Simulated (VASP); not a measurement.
Here is a VASP 6.6.1 calculation.

File INCAR:

```
  PREC = Accurate
  ENCUT = 520
  EDIFF = 1E-7
  ISMEAR = 0
  SIGMA = 0.15
  LREAL = False
  LASPH = True
  NELM = 100
  ALGO = Normal
  ISIF = 2
  LWAVE = False
  LCHARG = True
  GGA = PS
  IVDW = 12
  LELF = True
  LVHAR = True
  NBANDS = 12
```

Contents of KPOINTS:

```
regular mesh
0
Gamma
  20 20 20
```

The input POSCAR:

```
P
1.0
   -1.7391830931      2.5860517513      1.7584292137
    1.7391830931     -2.5860517513      1.7584292137
    1.7391830931      2.5860517513     -1.7584292137
P
2
Direct
    0.8033091100      0.0533091100      0.7500000000
    0.1966908900      0.9466908900      0.2500000000
```

Potentials or basis: VASP PAW PBE potentials, release 64 (P).

Launch:

```console
$ cat potpaw_PBE.64/P/POTCAR > POTCAR
$ mpirun -np 1 vasp_std > vasp.out
```

Task: Predict the band gap on the k mesh.

Result: Zero (bands 5 and 6 overlap by 1.26 eV).

Task: What does it give for the dispersion energy per atom?

Result: -0.357 eV.

Stress tensor (GPa, compression positive):
```
 -5.41   0.00   0.00
  0.00 -13.58   0.00
  0.00   0.00   3.72
```

Caveat: the stress differs along the axes, from -14 to 4 GPa; the PAW data sets were made with another functional, which shifts forces and pressure a little.
